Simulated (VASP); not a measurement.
PtSeS3:

```
Pt Se S
1.0
     3.89336    0.00000    0.00000
     0.00000    3.89336    0.00000
     0.00000    0.00000    7.45806
Pt Se S
1 1 3
Direct
  0.50000 0.50000 0.69157
  0.00000 0.00000 0.02631
  0.00000 0.50000 0.52104
  0.50000 0.50000 0.01262
  0.50000 0.00000 0.52104
```

The cell was built from a structure type or drawn by symmetry, and may not be a known phase.

```yaml
Program: VASP 6.6.1
Task: relaxation of cell and atoms
Functional: PBE
Potentials_or_basis: VASP PAW PBE potentials, release 64 (Pt, Se, S)
Cutoff: 600 eV
k_mesh: 10 × 10 × 6
Occupations: gaussian, width 0.1 eV
Spin: no spin polarisation
```

At the start: pressure -0.0 GPa; volume 22.61 Å³/atom.

Question: Where does the relaxation end?

Answer: Over 39 steps the energy falls by 3.0 meV/atom and the volume is 23.78 Å³/atom (+5.2 %); space group P4mm (No. 99, to 0.1 Å) before and after.

The path:
```
step  energy change (eV)  largest force (eV/Å)  pressure (GPa)  volume (Å³)
   1              0.0000                0.1597           -0.02       113.05
   2             -0.0022                0.1272            0.17       113.01
   3             -0.0056                0.0775            0.67       112.91
   4             -0.0067                0.0690            0.58       113.09
   5             -0.0091                0.0424            0.31       113.65
   6             -0.0107                0.1254           -0.22       114.76
   7             -0.0108                0.1111           -0.15       114.62
   8             -0.0112                0.0846           -0.11       114.74
   9             -0.0117                0.0375           -0.04       115.00
  10             -0.0117                0.0414           -0.02       115.08
  11             -0.0118                0.0384            0.02       115.04
  12             -0.0119                0.0330            0.09       114.98
  13             -0.0119                0.0511            0.23       114.85
  14             -0.0119                0.0320            0.15       114.92
  15             -0.0120                0.0304            0.14       114.94
  16             -0.0121                0.0258            0.11       115.01
  17             -0.0123                0.0165            0.05       115.15
  18             -0.0123                0.0330           -0.07       115.42
  19             -0.0124                0.0239           -0.01       115.29
  20             -0.0125                0.0263            0.00       115.31
  21             -0.0126                0.0326            0.04       115.35
  22             -0.0128                0.0458            0.11       115.45
  23             -0.0129                0.0478            0.08       115.55
  24             -0.0131                0.0536           -0.03       115.86
  25             -0.0129                0.0990           -0.25       116.46
  26             -0.0131                0.0566           -0.09       116.02
  27             -0.0132                0.0539           -0.09       116.08
  28             -0.0134                0.0517           -0.07       116.26
  29             -0.0138                0.0602           -0.04       116.63
  30             -0.0141                0.0774            0.03       117.37
  31             -0.0142                0.0844            0.05       117.65
  32             -0.0145                0.0303            0.08       118.03
  33             -0.0146                0.0289            0.11       118.42
  34             -0.0147                0.0418           -0.10       119.00
  35             -0.0147                0.0345           -0.03       118.79
  36             -0.0148                0.0204           -0.02       118.84
  37             -0.0149                0.0184           -0.01       118.89
  38             -0.0149                0.0224           -0.01       118.91
  39             -0.0149                0.0084            0.04       118.92
```

Final structure:
```
Pt Se S
1.0
     3.88778    0.00000    0.00000
     0.00000    3.88778    0.00000
     0.00000    0.00000    7.86790
Pt Se S
1 1 3
Direct
  0.50000 0.50000 0.69260
  0.00000 0.00000 0.02247
  0.00000 0.50000 0.53107
  0.50000 0.50000 0.99539
  0.50000 0.00000 0.53107
```

Caveat: this functional lacks dispersion, which binds the layers, so the pressure and a relaxed spacing across them are unreliable.
